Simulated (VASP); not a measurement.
# Sn in VASP: a series of runs, part 2 of 2

VASP 6.6.1.

### 4 Relaxation of cell and atoms, revPBE

INCAR reads:

```
  ALGO = Normal
  EDIFF = 1E-7
  EDIFFG = -0.005
  ENCUT = 600
  GGA = RE
  IBRION = 2
  ISIF = 3
  ISMEAR = -1
  LASPH = T
  LCHARG = F
  LREAL = F
  LWAVE = F
  NELM = 60
  NSW = 80
  PREC = Accurate
  SIGMA = 0.05
```

KPOINTS reads:

```
k-points
0
Gamma
  7 7 7
```

POSCAR reads:

```
Sn
1.0
    0.0000000000      3.2333428000      3.2333428000
    3.2333428000      0.0000000000      3.2333428000
    3.2333428000      3.2333428000      0.0000000000
Sn
2
Direct
    0.7500000000      0.7500000000      0.7500000000
    0.5000000000      0.5000000000      0.5000000000
```

Potentials or basis: VASP PAW PBE potentials, release 64 (Sn_d).

Run with:

```sh
$ cat potpaw_PBE.64/Sn_d/POTCAR > POTCAR
$ mpirun -np 1 vasp_std > vasp.out
```

OUTCAR:

```text
EDIFF = 1E-7
   EDIFFG = -0.005
   ENCUT = 600
   GGA = RE
   IBRION = 2
   ISIF = 3
   ISMEAR = -1
   LASPH = T
   LREAL = F
   NELM = 60
   NSW = 80
   PREC = Accurate

 ion  position               nearest neighbor table
   1  0.750  0.750  0.750-   2 2.80   2 2.80   2 2.80   2 2.80
   2  0.500  0.500  0.500-   1 2.80   1 2.80   1 2.80   1 2.80

  LATTYP: Found a face centered cubic cell.
 ALAT       =     6.4666856000

  Lattice vectors:

 A1 = (   0.0000000000,   3.2333428000,   3.2333428000)
 A2 = (   3.2333428000,   0.0000000000,   3.2333428000)
 A3 = (   3.2333428000,   3.2333428000,   0.0000000000)

Analysis of symmetry for initial positions (statically):
=====================================================================
 Subroutine PRICEL returns:
 Original cell was already a primitive cell.

 Routine SETGRP: Setting up the symmetry group for a
 face centered cubic supercell.

 Subroutine GETGRP returns: Found 48 space group operations
 (whereof 24 operations were pure point group operations)
 out of a pool of 48 trial point group operations.

The static configuration has the point symmetry T_d .
 The point group associated with its full space group is O_h .

Analysis of symmetry for dynamics (positions and initial velocities):
=====================================================================
 Subroutine PRICEL returns:
 Original cell was already a primitive cell.

[... 138 lines left out ...]
 maximum number of plane-waves:      2281
 NGX is ok and might be reduce to    40

--------------------------------------- Ionic step        1  -------------------------------------------

 number of electron      28.0000005 magnetization

 Free energy of the ion-electron system (eV)
  ---------------------------------------------------
  ext. energy  EPLUGINS =         0.00000000
  ---------------------------------------------------
  free energy    TOTEN  =        -7.01175820 eV

  energy without entropy =       -7.01008679  energy(sigma->0) =       -7.01092249

 E-fermi :   5.8640     XC(G=0):  -8.7984

 val. band max:        5.5726956882   @ k =   0.1429   0.0000   0.0000
 cond. band min:       5.9296897458   @ k =   0.0000   0.0000   0.0000
 fundamental gap:      0.3569940577
 Fermi energy:         5.8639980777

 k-point     1 :       0.0000    0.0000    0.0000
  band No.  band energies     occupation
      1     -15.8907      2.00000
      2     -15.8907      2.00000
      3     -15.8907      2.00000
      4     -15.8306      2.00000
      5     -15.8306      2.00000
      6     -15.5133      2.00000
[... 552 lines left out ...]
--------------------------------------- Ionic step        5  -------------------------------------------

 number of electron      28.0000000 magnetization

 Free energy of the ion-electron system (eV)
  ---------------------------------------------------
  ext. energy  EPLUGINS =         0.00000000
  ---------------------------------------------------
  free energy    TOTEN  =        -7.11832472 eV

  energy without entropy =       -7.11460645  energy(sigma->0) =       -7.11646559

 E-fermi :   4.6151     XC(G=0):  -8.3051

 val. band max:        4.5079672166   @ k =   0.1429   0.0000   0.0000
 cond. band min:       4.6210756588   @ k =   0.4286   0.0000   0.0000
 fundamental gap:      0.1131084422
 Fermi energy:         4.6151408934

 k-point     1 :       0.0000    0.0000    0.0000
  band No.  band energies     occupation
      1     -16.8221      2.00000
      2     -16.8221      2.00000
      3     -16.8221      2.00000
      4     -16.7763      2.00000
      5     -16.7763      2.00000
      6     -16.5415      2.00000
[... 438 lines left out ...]
  FREE ENERGIE OF THE ION-ELECTRON SYSTEM (eV)
  ---------------------------------------------------
  free  energy   TOTEN  =        -7.1183247172 eV

  energy  without entropy=       -7.1146064529  energy(sigma->0) =       -7.11646559

 reached required accuracy - stopping structural energy minimisation
```

CONTCAR:

```text
Sn
   1.00000000000000
     0.0000000000000000    3.3556128014026321    3.3556128014026321
     3.3556128014026321   -0.0000000000000000    3.3556128014026321
     3.3556128014026321    3.3556128014026321   -0.0000000000000000
  Sn
     2
Direct
     0.7500000000000000    0.7500000000000000    0.7500000000000000
     0.5000000000000000    0.5000000000000000    0.5000000000000000

  0.00000000E+00  0.00000000E+00  0.00000000E+00
  0.00000000E+00  0.00000000E+00  0.00000000E+00
```

Run time: 93 s. Hardware: 1 thread of AMD EPYC 9R45 (Zen 5), shared host; peak memory 0.22 GiB.

Results:

```yaml
Free_energy: -7.1183 eV
Relaxed_volume: 37.78 Å³/atom
Relaxed_cell: a = 4.746 Å, b = 4.746 Å, c = 4.746 Å, α = 60.00°, β = 60.00°, γ = 60.00°
Space_group_after_relaxing_to_0.05_Å: Fd-3m (No. 227)
Energy_gained_by_relaxing: 53.3 meV/atom
Ionic_steps: 5
Pressure_after_relaxing: 0.0 GPa
Band_gap_on_the_k_mesh: zero (band 14 reaches 4.81 eV, above the bottom of band 15 at 4.62 eV)
```

Step by step:
```
step  energy change (eV)  largest force (eV/Å)  pressure (GPa)  volume (Å³)
   1              0.0000                0.0000            4.81        67.61
   2             -0.0988                0.0000           -0.97        78.04
   3             -0.1066                0.0000            0.03        75.50
   4             -0.1066                0.0000           -0.04        75.66
   5             -0.1066                0.0000            0.00        75.57
```

Final structure:
```
Sn
1.0
     0.00000    3.35561    3.35561
     3.35561    0.00000    3.35561
     3.35561    3.35561    0.00000
Sn
2
Direct
  0.75000 0.75000 0.75000
  0.50000 0.50000 0.50000
```

Levels at points of the mesh, in eV from the Fermi level:
```tsv
k point	band 10	band 11	band 12	band 13	band 14	band 15	band 16	band 17	band 18
(0.00, 0.00, 0.00)	-21.16	-9.84	-1.15	0.19	0.19	0.19	2.26	2.26	2.26
```

Caveat: the PAW data sets were made with another functional, which shifts forces and pressure a little; spin-orbit coupling is left out, which moves the levels of the heavy elements; the volume moved by +12 % from the deposited cell, more than functionals usually miss. Zero-point motion and thermal expansion aren't in these numbers.

### 5 Relaxation of cell and atoms, RPBE+D3(BJ)

INCAR reads:

```
SYSTEM = Sn
  ALGO = Normal
  EDIFF = 1E-6
  EDIFFG = -0.02
  ENCUT = 600
  GGA = RP
  IBRION = 2
  ISIF = 3
  ISMEAR = -1
  IVDW = 12
  LASPH = .TRUE.
  LCHARG = .FALSE.
  LREAL = .FALSE.
  LWAVE = .FALSE.
  NELM = 80
  NSW = 80
  PREC = Accurate
  SIGMA = 0.05
```

KPOINTS reads:

```
k-points
0
G
  7 7 7
  0 0 0
```

POSCAR is that of step 4.

Run with:

```sh
$ cat potpaw_PBE.64/Sn_d/POTCAR > POTCAR
$ mpirun -np 1 vasp_std > vasp.out
```

Run time: 55 s. Hardware: 1 thread of AMD EPYC 9R45 (Zen 5), shared host; peak memory 0.22 GiB.

It converged, with:

```
Free energy                            : -9.9711 eV
Relaxed volume                         : 31.75 Å³/atom
Relaxed cell                           : a = 4.478 Å, b = 4.478 Å, c = 4.478 Å, α = 60.00°, β = 60.00°, γ = 60.00°
Space group after relaxing (to 0.05 Å) : Fd-3m (No. 227)
Energy gained by relaxing              : 19.6 meV/atom
Ionic steps                            : 3
Pressure after relaxing                : 0.0 GPa
Band gap on the k mesh                 : zero (filled and empty bands touch)
Dispersion energy per atom             : -1.627 eV
```

Step by step:
```csv
step,energy change (eV),largest force (eV/Å),pressure (GPa),volume (Å³)
1,0.0000,0.0000,-2.90,67.61
2,-0.0311,0.0000,1.53,61.80
3,-0.0393,0.0000,0.02,63.51
```

Final structure:
```cif
data_structure
_symmetry_space_group_name_H-M 'P 1'
_symmetry_Int_Tables_number 1
_cell_length_a 4.4783
_cell_length_b 4.4783
_cell_length_c 4.4783
_cell_angle_alpha 60.000
_cell_angle_beta 60.000
_cell_angle_gamma 60.000
_cell_volume 63.51
loop_
_atom_site_label
_atom_site_type_symbol
_atom_site_fract_x
_atom_site_fract_y
_atom_site_fract_z
_atom_site_occupancy
Sn1 Sn 0.75000 0.75000 0.75000 1
Sn2 Sn 0.50000 0.50000 0.50000 1
```

Levels at points of the mesh, in eV from the Fermi level:
| k point | band 11 | band 12 | band 13 | band 14 | band 15 | band 16 | band 17 | band 18 |
| --- | --- | --- | --- | --- | --- | --- | --- | --- |
| (0.00, 0.00, 0.00) | -11.19 | -0.13 | -0.01 | -0.01 | -0.01 | 2.07 | 2.07 | 2.07 |

Caveat: the PAW data sets were made with another functional, which shifts forces and pressure a little; spin-orbit coupling is left out, which moves the levels of the heavy elements; pairwise dispersion overbinds metals, which lowers pressure and volume.

### 6 Single point, revPBE+D4 (atoms moved at random)

INCAR reads:

```
  PREC = Accurate
  ENCUT = 500
  EDIFF = 1E-6
  ISMEAR = 1
  SIGMA = 0.01
  LREAL = F
  LASPH = T
  NELM = 120
  ALGO = Normal
  ISIF = 2
  LWAVE = F
  LCHARG = F
  GGA = RE
  IVDW = 13
  NBANDS = 21
  GGA_COMPAT = F
```

KPOINTS reads:

```
regular mesh
0
Gamma
  6 6 6
```

POSCAR reads:

```
Sn
1.0
    0.0000000000      3.2333428000      3.2333428000
    3.2333428000      0.0000000000      3.2333428000
    3.2333428000      3.2333428000      0.0000000000
Sn
2
Direct
    0.7468679713      0.7412013502      0.7480563557
    0.4967410287      0.4913206498      0.4983886443
```

Potentials or basis: VASP PAW PBE potentials, release 64 (Sn_d).

Run with:

```sh
$ cat potpaw_PBE.64/Sn_d/POTCAR > POTCAR
$ mpirun -np 1 vasp_std > vasp.out
```

OUTCAR:

```text
PREC = Accurate
   ENCUT = 500
   EDIFF = 1E-6
   ISMEAR = 1
   LREAL = F
   LASPH = T
   NELM = 120
   ISIF = 2
   GGA = RE
   IVDW = 13

 ion  position               nearest neighbor table
   1  0.747  0.741  0.748-   2 2.80   2 2.80   2 2.80   2 2.80
   2  0.497  0.491  0.498-   1 2.80   1 2.80   1 2.80   1 2.80

  LATTYP: Found a face centered cubic cell.
 ALAT       =     6.4666856000

  Lattice vectors:

 A1 = (   0.0000000000,   3.2333428000,   3.2333428000)
 A2 = (   3.2333428000,   0.0000000000,   3.2333428000)
 A3 = (   3.2333428000,   3.2333428000,   0.0000000000)

Analysis of symmetry for initial positions (statically):
=====================================================================
 Subroutine PRICEL returns:
 Original cell was already a primitive cell.

 Routine SETGRP: Setting up the symmetry group for a
 face centered cubic supercell.

 Subroutine GETGRP returns: Found  2 space group operations
 (whereof  1 operations were pure point group operations)
 out of a pool of 48 trial point group operations.

The static configuration has the point symmetry C_1 .
 The point group associated with its full space group is S_2 .

Analysis of symmetry for dynamics (positions and initial velocities):
=====================================================================
 Subroutine PRICEL returns:
 Original cell was already a primitive cell.

 Routine SETGRP: Setting up the symmetry group for a
 face centered cubic supercell.

 Subroutine GETGRP returns: Found  2 space group operations
 (whereof  1 operations were pure point group operations)
 out of a pool of 48 trial point group operations.

The dynamic configuration has the point symmetry C_1 .
 The point group associated with its full space group is S_2 .

 Subroutine INISYM returns: Found  2 space group operations
 (whereof  1 operations are pure point group operations),
 and found     1 'primitive' translations

----------------------------------------------------------------------------------------
[... 111 lines left out ...]
   IMIX   =      4    mixing-type and parameters
     AMIX     =   0.40;   BMIX     =  1.00
     AMIX_MAG =   1.60;   BMIX_MAG =  1.00
  volume/ion in A,a.u.               =      33.80       228.11
  Fermi-wavevector in a.u.,A,eV,Ry     =   1.220298  2.306028 20.260793  1.489126
  Thomas-Fermi vector in A             =   2.355520
   LORBIT       =      0    0 simple, 1 ext, 2 COOP (PROOUT), +10 PAW based schemes
   GGA     = RE    functional components
   LHFCALC =     F    Hartree Fock is set to
   AEXX    =    0.0000 exact exchange contribution
   IVDW    =    13    specifies the selected vdW correction
   LEPSILON=     F    determine dielectric tensor
   LRPA    =     F    only Hartree local field effects (RPA)
 non-spin polarized calculation
 Methfessel and Paxton  Order N= 1 SIGMA  =   0.01
  energy-cutoff  :      500.00
  volume of cell :       67.61
 maximum number of plane-waves:      1759
 NGX is ok and might be reduce to    36

 number of electron      28.0000000 magnetization

 Free energy of the ion-electron system (eV)
  ---------------------------------------------------
  ext. energy  EPLUGINS =         0.00000000
  ---------------------------------------------------
  free energy    TOTEN  =        -6.99276845 eV

  energy without entropy =       -6.99272753  energy(sigma->0) =       -6.99275481

 E-fermi :   5.9119     XC(G=0):  -8.7965

 val. band max:        5.9110025730   @ k =   0.0000   0.5000   0.0000
 cond. band min:       5.9126298547   @ k =   0.5000   0.0000   0.0000
 fundamental gap:      0.0016272817
 Fermi energy:         5.9119164693

 k-point     1 :       0.0000    0.0000    0.0000
  band No.  band energies     occupation
      1     -15.8878      2.00000
      2     -15.8871      2.00000
      3     -15.8863      2.00000
      4     -15.8270      2.00000
      5     -15.8270      2.00000
      6     -15.5097      2.00000
[... 565 lines left out ...]
     20      13.6469      0.00000
     21      14.2061      0.00000

 [... further k-points ...]

------------------------ aborting loop because EDIFF is reached ----------------------------------------

  DFT-D4 for vdW energy calculation

  Edisp (eV):   -1.02568

  FORCE on cell =-STRESS in cart. coord.  units (eV):
  Direction    XX          YY          ZZ          XY          YZ          ZX
  --------------------------------------------------------------------------------------
  -------------------------------------------------------------------------------------
  Total       0.91271     0.91247     0.91239    -0.00086     0.02874     0.01312
  in kB      21.63017    21.62440    21.62250    -0.02039     0.68106     0.31087
  external pressure =       21.63 kB  Pullay stress =        0.00 kB

 VOLUME and BASIS-vectors are now :
 -----------------------------------------------------------------------------
  energy-cutoff  :      500.00
  volume of cell :       67.61
      direct lattice vectors                 reciprocal lattice vectors
     0.000000000  3.233342800  3.233342800    -0.154638723  0.154638723  0.154638723
     3.233342800  0.000000000  3.233342800     0.154638723 -0.154638723  0.154638723
     3.233342800  3.233342800  0.000000000     0.154638723  0.154638723 -0.154638723

 POSITION                                       TOTAL-FORCE (eV/Angst)
 -----------------------------------------------------------------------------------
      4.81528      4.83360      4.81144         0.008086      0.003706      0.000010
      3.20007      3.21760      3.19474        -0.008086     -0.003706     -0.000010
 -----------------------------------------------------------------------------------
    total drift:                                0.000036     -0.000075      0.000020

  FREE ENERGIE OF THE ION-ELECTRON SYSTEM (eV)
  ---------------------------------------------------
  free  energy   TOTEN  =        -8.0184523590 eV

  energy  without entropy=       -8.0184114346  energy(sigma->0) =       -8.01843872
```

OSZICAR:

```text
N       E                     dE             d eps       ncg     rms          rms(c)
DAV:   1     0.227227001686E+03    0.22723E+03   -0.14669E+04  4805   0.192E+03
DAV:   2     0.175591456472E+02   -0.20967E+03   -0.20519E+03  4734   0.442E+02
DAV:   3    -0.624643289023E+01   -0.23806E+02   -0.23692E+02  5482   0.138E+02
DAV:   4    -0.700004743681E+01   -0.75361E+00   -0.75321E+00  5299   0.279E+01
DAV:   5    -0.702566499163E+01   -0.25618E-01   -0.25617E-01  6738   0.500E+00    0.332E+00
DAV:   6    -0.699830672047E+01    0.27358E-01   -0.24862E-02  6512   0.179E+00    0.199E+00
DAV:   7    -0.698893094928E+01    0.93758E-02   -0.46583E-02  5214   0.220E+00    0.168E-01
DAV:   8    -0.699214996338E+01   -0.32190E-02   -0.73733E-03  5154   0.895E-01    0.456E-02
DAV:   9    -0.699263036129E+01   -0.48040E-03   -0.61719E-04  5277   0.215E-01    0.196E-02
DAV:  10    -0.699275813008E+01   -0.12777E-03   -0.23727E-04  5957   0.836E-02    0.703E-03
DAV:  11    -0.699276811248E+01   -0.99824E-05   -0.19373E-05  5479   0.453E-02    0.220E-03
DAV:  12    -0.699276845067E+01   -0.33819E-06   -0.24258E-06  4273   0.150E-02
   1 F= -.80184524E+01 E0= -.80184387E+01  d E =-.409244E-04
```

stdout:

```text
POSCAR found type information on POSCAR Sn
 POSCAR found :  1 types and       2 ions
 scaLAPACK will be used
 -----------------------------------------------------------------------------
|                                                                             |
|                                                                             |
|     You enforced a specific xc type in the INCAR file but a different       |
|     I HOPE YOU KNOW WHAT YOU ARE DOING!                                     |
|                                                                             |
 -----------------------------------------------------------------------------

 LDA part: xc-table for (Slater+PW92), standard interpolation
 POSCAR, INCAR and KPOINTS ok, starting setup
 FFT: planning ... GRIDC
 FFT: planning ... GRID_SOFT
 FFT: planning ... GRID
 WAVECAR not read
 entering main loop
```

Run time: 2 min. Hardware: 1 thread of Intel Xeon Platinum 8375C at 2.90GHz (Ice Lake), shared host; peak memory 0.27 GiB.

Results:

```yaml
Free_energy: -8.0185 eV
Pressure: 2.2 GPa
Largest_force: 0.009 eV/Å
Band_gap_on_the_k_mesh: zero (band 14 reaches 5.93 eV, above the bottom of band 15 at 5.91 eV)
Dispersion_energy_per_atom: -0.513 eV
```

Forces in eV/Å, atoms in the order of the input:
```
Sn   0.008  0.004  0.000
Sn  -0.008 -0.004  0.000
```

Caveat: the cell differs from its parent crystal (atoms moved at random); the PAW data sets were made with another functional, which shifts forces and pressure a little; spin-orbit coupling is left out, which moves the levels of the heavy elements; pairwise dispersion overbinds metals, which lowers pressure and volume.

### 7 Summary

| task | level | cell | k mesh | cutoff (eV) | smearing | gap on the mesh (eV) | pressure (GPa) | relaxed volume (Å³/atom) |
| --- | --- | --- | --- | --- | --- | --- | --- | --- |
| single point | PBE | a = 4.573 Å, angles 60.0°, 2 atoms | 7 × 7 × 7 | 520 | gaussian 0.012 eV | none | 3.8 | - |
| single point | revPBE | a = 4.746 Å, angles 60.0°, 2 atoms | 7 × 7 × 7 | 520 | fermi-dirac 0.05 eV | none | 0.0 | - |
| relaxation of cell and atoms | revPBE | relaxed from a = 4.573 Å, angles 60.0°, 2 atoms | 7 × 7 × 7 | 600 | fermi-dirac 0.05 eV | none | 0.0 | 37.78 |
| relaxation of cell and atoms | RPBE+D3(BJ) | relaxed from a = 4.573 Å, angles 60.0°, 2 atoms | 7 × 7 × 7 | 600 | fermi-dirac 0.05 eV | none | 0.0 | 31.75 |
| single point | revPBE+D4 | a = 4.573 Å, angles 60.0°, 2 atoms | 6 × 6 × 6 | 500 | methfessel-paxton 0.01 eV | none | 2.2 | - |

Some of these runs hold the atoms at other places in the same cell, which the table doesn't show; runs alike in all that it shows share one row.

Alike in all rows: potentials or basis VASP PAW PBE potentials, release 64 (Sn_d); no spin polarisation.

Caveats: spin-orbit coupling is left out, which moves the levels of the heavy elements; the PAW data sets were made with another functional, which shifts forces and pressure a little (some runs); pairwise dispersion overbinds metals, which lowers pressure and volume (some runs); the volume moved by +12 % from the deposited cell, more than functionals usually miss (some runs).

Absolute energies hang on the potentials; compare differences alone.
